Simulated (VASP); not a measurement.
Au, 1 atom in the cell. The structure is tetragonal, space group I4/mmm (No. 139). Conventional cell: a = 2.722 Å, b = 2.722 Å, c = 4.620 Å, α = 90.00°, β = 90.00°, γ = 90.00°. Within 3.6 Å of Au (site symmetry 4/mmm) lie 12 Au at 2.72 to 3.01 Å.  This cell differs from its parent crystal: ratio of the length along z to the lengths across it x 1.2, volume and fractional coordinates fixed.

| Item | Value |
| --- | --- |
| Program | VASP 6.6.1 |
| Task | single point |
| Functional | PBE |
| Potentials or basis | VASP PAW PBE potentials, release 64 (Au) |
| Cutoff | 520 eV |
| k mesh | 22 × 22 × 22 |
| Occupations | gaussian, width 0.15 eV |
| Spin | no spin polarisation |
| Dipole correction | no |
| Further INCAR settings | ALGO = Fast; EDIFF = 1e-06; NBANDS = 12 |

Potentials or basis: VASP PAW PBE potentials, release 64 (Au).

Launch:

```console
$ cat potpaw_PBE.64/Au/POTCAR > POTCAR
$ mpirun -np 1 vasp_std > vasp.out
```

Hardware: 1 thread of Intel(R) Xeon(R) 6975P-C (Granite Rapids) (shared host).

**Question.** How long does it take, and how much memory?

**Answer.** Wall time 46 s on 1 thread of Intel(R) Xeon(R) 6975P-C (Granite Rapids) (shared host), peak memory 0.28 GiB. Counts: scf iterations 12, k points 834.
